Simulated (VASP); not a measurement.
HgTe:

```
Hg Te
1.0
     0.00000    3.18000    3.18000
     3.18000    0.00000    3.18000
     3.18000    3.18000    0.00000
Hg Te
1 1
Cartesian
  0.0000 0.0000 0.0000
  3.1800 3.1800 3.1800
```

| Item | Value |
| --- | --- |
| Program | VASP 6.6.1 |
| Task | relaxation of cell and atoms |
| Functional | RPBE |
| Potentials or basis | VASP PAW PBE potentials, release 64 (Hg, Te) |
| Cutoff | 600 eV |
| k mesh | 7 × 7 × 7 |
| Occupations | fermi-dirac, width 0.025 eV |
| Spin | no spin polarisation |

At the start: pressure -2.0 GPa; volume 32.16 Å³/atom.

Q: Where does the relaxation end?

A: Over 3 steps the energy falls by 12.5 meV/atom and the volume is 30.27 Å³/atom (-5.9 %); space group Fm-3m (No. 225, to 0.1 Å) before and after.

Step by step:
| step | energy change (eV) | largest force (eV/Å) | pressure (GPa) | volume (Å³) |
| --- | --- | --- | --- | --- |
| 1 | 0.0000 | 0.0000 | -1.98 | 64.31 |
| 2 | -0.0250 | 0.0000 | -0.10 | 60.69 |
| 3 | -0.0251 | 0.0000 | -0.01 | 60.53 |

Final structure:
```
Hg Te
1.0
     0.00000    3.11642    3.11642
     3.11642    0.00000    3.11642
     3.11642    3.11642    0.00000
Hg Te
1 1
Direct
  0.00000 0.00000 0.00000
  0.50000 0.50000 0.50000
```

Caveat: the PAW data sets were made with another functional, which shifts forces and pressure a little.
